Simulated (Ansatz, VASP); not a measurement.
Two plane-wave programs on BN

File INCAR:

```
SYSTEM = BN
PREC = Accurate
ENCUT = 520
EDIFF = 1E-7
ISMEAR = 0
SIGMA = 0.01
LREAL = .FALSE.
LASPH = .TRUE.
NELM = 80
ALGO = Normal
ISIF = 2
LWAVE = .FALSE.
LCHARG = .TRUE.
GGA = PS
LELF = .TRUE.
LVHAR = .TRUE.
NBANDS = 11
```

File KPOINTS:

```
Automatic mesh
0
G
  10 10 6
  0 0 0
```

File POSCAR:

```
BN
1.0
    2.5692367170      0.0000000000      0.0000000000
   -1.2771305081      2.2293306170      0.0000000000
   -0.6460531044     -1.1146658207      3.0962893934
B N
1 1
Direct
    0.9796430000      0.9834990000      0.0018060000
    0.6685060000      0.3323850000      0.9849990000
```

Input for Ansatz:

```yaml
crystal:
  lattice:
    - [2.5692367169980037, 0.0, 0.0]
    - [-1.277130508107841, 2.2293306169513505, 0.0]
    - [-0.6460531044450812, -1.114665820675579, 3.09628939343302]
  atoms:
    - { symbol: B, position: [0.979643, 0.983499, 0.001806] }
    - { symbol: "N", position: [0.668506, 0.332385, 0.984999] }
basis:
  ecutwfc: 500.0
kpoints:
  mp_grid:
    grid: [10, 10, 6]
hamiltonian:
  xc: pbesol
  pseudopotentials:
    kind: paw
scf:
  occupations:
    method: fixed
output:
  stress: true
```

Alike in both runs: task single point; functional PBEsol; k mesh 10 × 10 × 6; no spin polarisation.

|  | VASP | Ansatz |
| --- | --- | --- |
| version | VASP 6.6.1 | Ansatz 0.2.0 |
| potentials or method | VASP PAW PBE potentials, release 64 (B, N), cutoff 520 eV | plane waves, PAW |
| occupations | gaussian, width 0.01 eV | fixed |
| valence electrons in the cell | 8 | 8 |

|  | VASP | Ansatz | Ansatz less VASP |
| --- | --- | --- | --- |
| pressure (GPa) | -15.3 | -15.5 | -0.22 |
| traceless stress, the component that is largest in VASP (GPa) | 18.53 | 18.90 | +0.370 |

VASP's potentials were made for PBE, not for PBEsol.
